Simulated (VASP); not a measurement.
# BN (Fmm2) in VASP: single point with PBEsol

Aim: the single point of BN with PBEsol.

Everything below comes from runs of VASP 6.6.1. Logs are shortened: lines on timing, memory, paths and dates and some standing lists are left out, and cuts for length are marked.

## (1) The cell of the first run

It takes space group Fmm2 (No. 42, orthorhombic). The conventional cell has a = 2.503 Å, b = 6.991 Å, c = 4.332 Å, α = 90.00°, β = 90.00°, γ = 90.00°. Within 1.9 Å of B (site symmetry mm2) lie 3 N at 1.44 Å. Within 1.9 Å of N (site symmetry mm2) lie 3 B at 1.44 Å.

## (2) Single point, PBEsol

File INCAR:

```
SYSTEM = BN
ALGO     = Normal         ! electronic algorithm
EDIFF    = 1E-6           ! SCF threshold, eV
ENCUT    = 600            ! plane-wave cutoff, eV
GGA      = PS             ! functional
GGA_COMPAT= .False.      
ISIF     = 2              ! what is computed and relaxed
ISMEAR   = 0              ! smearing method
LASPH    = .True.         ! aspherical terms in the spheres
LCHARG   = .False.        ! write CHGCAR
LREAL    = .False.        ! projectors in reciprocal space
LWAVE    = .False.        ! write WAVECAR
NBANDS   = 11             ! bands
NELM     = 120            ! most SCF steps
PREC     = Accurate       ! precision mode
SIGMA    = 0.01           ! smearing width, eV
```

File KPOINTS:

```
k-points
0
Gamma
  5 5 5
  0 0 0
```

File POSCAR:

```
BN
1.0
    0.0000000000      3.4953158300      2.1660912400
    1.2516321000      0.0000000000      2.1660912400
    1.2516321000      3.4953158300      0.0000000000
B N
1 1
Direct
    0.0000486498      0.0000486498      0.9999513502
    0.6666513411      0.6666513411      0.3333486589
```

Potentials or basis: VASP PAW PBE potentials, release 64 (B, N).

Launch:

```bash
$ cat potpaw_PBE.64/B/POTCAR potpaw_PBE.64/N/POTCAR > POTCAR
$ mpirun -np 1 vasp_std > vasp.out
```

OUTCAR:

```text
SYSTEM = BN
   EDIFF = 1E-6
   ENCUT = 600
   GGA = PS
   ISIF = 2
   ISMEAR = 0
   LASPH = .True.
   LREAL = .False.
   NELM = 120
   PREC = Accurate

 ion  position               nearest neighbor table
   1  0.000  0.000  1.000-   2 1.44   2 1.44   2 1.44
   2  0.667  0.667  0.333-   1 1.44   1 1.44   1 1.44

  LATTYP: Found a face centered orthorhombic cell.
 ALAT       =     2.5032642000
 B/A-ratio  =     1.7306133647
 C/A-ratio  =     2.7926064137

  Lattice vectors:

 A1 = (   0.0000000000,   3.4953158300,   2.1660912400)
 A2 = (  -1.2516321000,   3.4953158300,   0.0000000000)
 A3 = (  -1.2516321000,   0.0000000000,   2.1660912400)

Analysis of symmetry for initial positions (statically):
=====================================================================
 Subroutine PRICEL returns:
 Original cell was already a primitive cell.

 Routine SETGRP: Setting up the symmetry group for a
 face centered orthorhombic supercell.

 Subroutine GETGRP returns: Found  4 space group operations
 (whereof  4 operations were pure point group operations)
 out of a pool of  8 trial point group operations.

The static configuration has the point symmetry C_2v.

Analysis of symmetry for dynamics (positions and initial velocities):
=====================================================================
 Subroutine PRICEL returns:
 Original cell was already a primitive cell.

 Routine SETGRP: Setting up the symmetry group for a
 face centered orthorhombic supercell.

 Subroutine GETGRP returns: Found  4 space group operations
 (whereof  4 operations were pure point group operations)
 out of a pool of  8 trial point group operations.

The dynamic configuration has the point symmetry C_2v.

 Subroutine INISYM returns: Found  4 space group operations
 (whereof  4 operations are pure point group operations),
 and found     1 'primitive' translations

----------------------------------------------------------------------------------------

                                     Primitive cell

  volume of cell :      18.9526

  direct lattice vectors                    reciprocal lattice vectors
     0.000000000  3.495315830  2.166091240    -0.399478409  0.143048590  0.230830535
     1.251632100  0.000000000  2.166091240     0.399478409 -0.143048590  0.230830535
     1.251632100  3.495315830  0.000000000     0.399478409  0.143048590 -0.230830535

  length of vectors
     4.112077822  2.501706252  3.712656147     0.483041027  0.483041027  0.483041027

  position of ions in fractional coordinates (direct lattice)
     0.000048650  0.000048650  0.999951350
[... 88 lines left out ...]
   PSTRESS=    0.0 pullay stress
   NELECT =       8.0000    total number of electrons
   NUPDOWN=      -1.0000    fix difference up-down
   EMIN   =  10.00;   EMAX   =-10.00  energy-range for DOS
   EFERMI =   0.00;   METHOD = LEGACY
   ISMEAR =     0;   SIGMA  =   0.01  broadening in eV -4-tet -1-fermi 0-gaus
   EFERMI_NEDOS =   21; number of points for ismear=-14 and -15
   IALGO  =     38    algorithm
   IMIX   =      4    mixing-type and parameters
     AMIX     =   0.40;   BMIX     =  1.00
     AMIX_MAG =   1.60;   BMIX_MAG =  1.00
  volume/ion in A,a.u.               =       9.48        63.95
  Fermi-wavevector in a.u.,A,eV,Ry     =   1.228047  2.320672 20.518928  1.508099
  Thomas-Fermi vector in A             =   2.362987
   LORBIT       =      0    0 simple, 1 ext, 2 COOP (PROOUT), +10 PAW based schemes
   GGA     = PS    functional components
   LHFCALC =     F    Hartree Fock is set to
   AEXX    =    0.0000 exact exchange contribution
   IVDW    =     0    specifies the selected vdW correction
   LEPSILON=     F    determine dielectric tensor
   LRPA    =     F    only Hartree local field effects (RPA)
 non-spin polarized calculation
 Gauss-broadening in eV      SIGMA  =   0.01
  energy-cutoff  :      600.00
  volume of cell :       18.95
 maximum number of plane-waves:       642
 NGX is ok and might be reduce to    36
   NGX = 17   NGY =  9   NGZ = 15

 number of electron       8.0000000 magnetization

 Free energy of the ion-electron system (eV)
  ---------------------------------------------------
  ext. energy  EPLUGINS =         0.00000000
  ---------------------------------------------------
  free energy    TOTEN  =       -18.27894072 eV

  energy without entropy =      -18.27894072  energy(sigma->0) =      -18.27894072

 E-fermi :   1.7955     XC(G=0):  -9.9629

 val. band max:        1.7189219570   @ k =  -0.4000   0.4000   0.0000
 cond. band min:       5.9173348685   @ k =   0.0000   0.4000   0.4000
 fundamental gap:      4.1984129115
 Fermi energy:         1.7955453875

 k-point     1 :       0.0000    0.0000    0.0000
  band No.  band energies     occupation
      1     -15.9271      2.00000
      2      -2.6090      2.00000
      3       0.5079      2.00000
      4       0.5153      2.00000
      5       6.5691      0.00000
      6      13.3665      0.00000
      7      13.4273      0.00000
      8      14.8452      0.00000
      9      16.3100      0.00000
     10      27.2599      0.00000
     11      28.4720      0.00000
[... 309 lines left out ...]
 k-point    24 :      -0.4000    0.2000    0.4000
  band No.  band energies     occupation
      1     -14.9944      2.00000
      2      -3.0996      2.00000
      3      -2.1261      2.00000
      4      -0.7057      2.00000
      5      10.5341      0.00000
      6      12.5445      0.00000
      7      14.8431      0.00000
      8      16.4009      0.00000
      9      17.0538      0.00000
     10      23.5919      0.00000
     11      25.3510      0.00000

 [... further k-points ...]

------------------------ aborting loop because EDIFF is reached ----------------------------------------

  FORCE on cell =-STRESS in cart. coord.  units (eV):
  Direction    XX          YY          ZZ          XY          YZ          ZX
  --------------------------------------------------------------------------------------
  -------------------------------------------------------------------------------------
  Total        0.1319123     -0.0080290      0.1369043      0.0000000      0.0000000      0.0000000
  in kB       11.1513126     -0.6787410     11.5733124      0.0000000      0.0000000      0.0000000
  external PRESSURE =       7.3486280 kB  Pullay stress =       0.0000000 kB

 VOLUME and BASIS-vectors are now :
 -----------------------------------------------------------------------------
  energy-cutoff  :      600.00
  volume of cell :       18.95
      direct lattice vectors                 reciprocal lattice vectors
     0.000000000  3.495315830  2.166091240    -0.399478409  0.143048590  0.230830535
     1.251632100  0.000000000  2.166091240     0.399478409 -0.143048590  0.230830535
     1.251632100  3.495315830  0.000000000     0.399478409  0.143048590 -0.230830535

 POSITION                                       TOTAL-FORCE (eV/Angst)
 -----------------------------------------------------------------------------------
      1.25163      3.49532      0.00021         0.000000      0.000000      0.011601
      1.25163      3.49532      2.88806         0.000000      0.000000     -0.011601
 -----------------------------------------------------------------------------------
    total drift:                                0.000004     -0.000003     -0.000077

  FREE ENERGIE OF THE ION-ELECTRON SYSTEM (eV)
  ---------------------------------------------------
  free  energy   TOTEN  =       -18.2789407226 eV

  energy  without entropy=      -18.2789407226  energy(sigma->0) =      -18.27894072
```

OSZICAR:

```text
N       E                     dE             d eps       ncg     rms          rms(c)
DAV:   1     0.153755560204E+02    0.15376E+02   -0.50085E+03   602   0.763E+02
DAV:   2    -0.190282187266E+02   -0.34404E+02   -0.33008E+02   710   0.175E+02
DAV:   3    -0.200366190381E+02   -0.10084E+01   -0.10067E+01   731   0.268E+01
DAV:   4    -0.200399602082E+02   -0.33412E-02   -0.33408E-02   654   0.166E+00
DAV:   5    -0.200399734852E+02   -0.13277E-04   -0.13277E-04   735   0.998E-02    0.782E+00
DAV:   6    -0.184854153909E+02    0.15546E+01   -0.49249E+00   688   0.129E+01    0.361E+00
DAV:   7    -0.183223658219E+02    0.16305E+00   -0.24080E-01   681   0.358E+00    0.218E+00
DAV:   8    -0.182783401997E+02    0.44026E-01   -0.11547E-01   699   0.207E+00    0.238E-01
DAV:   9    -0.182785392002E+02   -0.19900E-03   -0.30620E-03   642   0.444E-01    0.134E-01
DAV:  10    -0.182789140654E+02   -0.37487E-03   -0.52311E-04   672   0.169E-01    0.235E-02
DAV:  11    -0.182789395354E+02   -0.25470E-04   -0.49481E-05   701   0.462E-02    0.211E-02
DAV:  12    -0.182789404963E+02   -0.96088E-06   -0.11052E-05   666   0.228E-02    0.151E-03
DAV:  13    -0.182789407226E+02   -0.22629E-06   -0.34020E-07   436   0.537E-03
   1 F= -.18278941E+02 E0= -.18278941E+02  d E =-.573448E-29
```

stdout:

```text
POSCAR found type information on POSCAR B N
 POSCAR found :  2 types and       2 ions
 scaLAPACK will be used
 -----------------------------------------------------------------------------
|                                                                             |
|                                                                             |
|     You enforced a specific xc type in the INCAR file but a different       |
|     I HOPE YOU KNOW WHAT YOU ARE DOING!                                     |
|                                                                             |
 -----------------------------------------------------------------------------

 LDA part: xc-table for (Slater+PW92), standard interpolation
 POSCAR, INCAR and KPOINTS ok, starting setup
 FFT: planning ... GRIDC
 FFT: planning ... GRID_SOFT
 FFT: planning ... GRID
 WAVECAR not read
 entering main loop
```

Run time: 8.1 s. Hardware: 1 thread of Intel Xeon 6975P-C, shared host; peak memory 0.15 GiB.

Results:

```yaml
Free_energy: -18.2789 eV
Pressure: 0.7 GPa
Largest_force: 0.012 eV/Å
Band_gap_on_the_k_mesh: 4.20 eV, indirect (least direct gap 4.91 eV)
```

Forces in eV/Å, atoms in the order of the input:
```
B    0.000  0.000  0.012
N    0.000  0.000 -0.012
```

Caveat: the k points lie up to 0.61 Å⁻¹ apart; the PAW data sets were made with another functional, which shifts forces and pressure a little. A hybrid or GW would open this gap; PBEsol tends to underestimate it.
